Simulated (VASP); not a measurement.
A run of VASP 6.6.1 is set up as follows.

Contents of INCAR:

```
SYSTEM = MgTe
ALGO     = Normal         ! electronic algorithm
EDIFF    = 1E-6           ! SCF threshold, eV
ENCUT    = 600            ! plane-wave cutoff, eV
GGA      = PS             ! functional
GGA_COMPAT= .False.      
ISIF     = 2              ! what is computed and relaxed
ISMEAR   = 0              ! smearing method
LASPH    = .True.         ! aspherical terms in the spheres
LCHARG   = .True.         ! write CHGCAR
LELF     = .True.         ! ELF
LREAL    = .False.        ! projectors in reciprocal space
LVHAR    = .True.       
LWAVE    = .False.        ! write WAVECAR
NBANDS   = 16             ! bands
NELM     = 120            ! most SCF steps
PREC     = Accurate       ! precision mode
SIGMA    = 0.1            ! smearing width, eV
```

KPOINTS

```
k-points
0
Gamma
  6 6 4
  0 0 0
```

The input POSCAR:

```
MgTe
1.0
    4.3842777139      0.0000000000      0.0000000000
   -2.1921388570      3.7968958775      0.0000000000
    0.0000000000      0.0000000000      6.9812472453
Mg Te
2 2
Direct
    0.6666666667      0.3333333333      0.4962629880
    0.3333333333      0.6666666667      0.9962629880
    0.3333333333      0.6666666667      0.3787360120
    0.6666666667      0.3333333333      0.8787360120
```

Potentials or basis: VASP PAW PBE potentials, release 64 (Mg, Te).

Run with:

```bash
$ cat potpaw_PBE.64/Mg/POTCAR potpaw_PBE.64/Te/POTCAR > POTCAR
$ mpirun -np 1 vasp_std > vasp.out
```

(1) Predict the largest force.

(2) Predict the pressure.

(3) Predict the band gap on the k mesh.

Answers

(1) 0.007 eV/Å.

(2) 6.8 GPa.

(3) 2.80 eV (least direct gap 2.94 eV).

Caveat: the cell stands under pressure; the PAW data sets were made with another functional, which shifts forces and pressure a little; spin-orbit coupling is left out, which moves the levels of the heavy elements.
